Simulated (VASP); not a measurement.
**TiO2: single point with PBEsol**

TiO2:

```
CELL_PARAMETERS angstrom
4.59141 0.00000 0.00000
0.00000 4.59141 0.00000
0.00000 0.00000 2.93887
ATOMIC_POSITIONS crystal
Ti 0.00000 0.00000 0.00000
Ti 0.50000 0.50000 0.50000
O 0.30446 0.30446 0.00000
O 0.69554 0.69554 0.00000
O 0.19554 0.80446 0.50000
O 0.80446 0.19554 0.50000
```

```
Program             : VASP 6.6.1
Task                : single point
Functional          : PBEsol
Potentials or basis : VASP PAW PBE potentials, release 64 (Ti_sv, O)
Cutoff              : 520 eV
k mesh              : 5 × 5 × 8
Occupations         : fermi-dirac, width 0.05 eV
Spin                : no spin polarisation
```

```yaml
Pressure: 0.6 GPa
Largest_force: 0.027 eV/Å
Band_gap_on_the_k_mesh: 1.84 eV, direct
```

Forces in eV/Å, atoms in the order of the input:
```
Ti   0.000  0.000  0.000
Ti   0.000  0.000  0.000
O   -0.019 -0.019  0.000
O    0.019  0.019  0.000
O    0.019 -0.019  0.000
O   -0.019  0.019  0.000
```

Stress tensor (GPa, compression positive):
```
0.53 0.00 0.00
0.00 0.53 0.00
0.00 0.00 0.86
```

Levels at points of the mesh, in eV from the valence-band top:
| k point | band 22 | band 23 | band 24 | band 25 | band 26 | band 27 |
| --- | --- | --- | --- | --- | --- | --- |
| (0.00, 0.00, 0.00) | -0.46 | -0.46 | 0.00 | 1.84 | 2.12 | 2.42 |
| (0.00, 0.00, 0.50) | -2.43 | -1.45 | -1.45 | 2.99 | 2.99 | 3.24 |

Wall time 100 s on 1 thread of Intel Xeon 6975P-C, on a shared host, peak memory 0.2 GiB.

Caveat: the PAW data sets were made with another functional, which shifts forces and pressure a little. A hybrid or GW would open this gap; PBEsol tends to underestimate it.
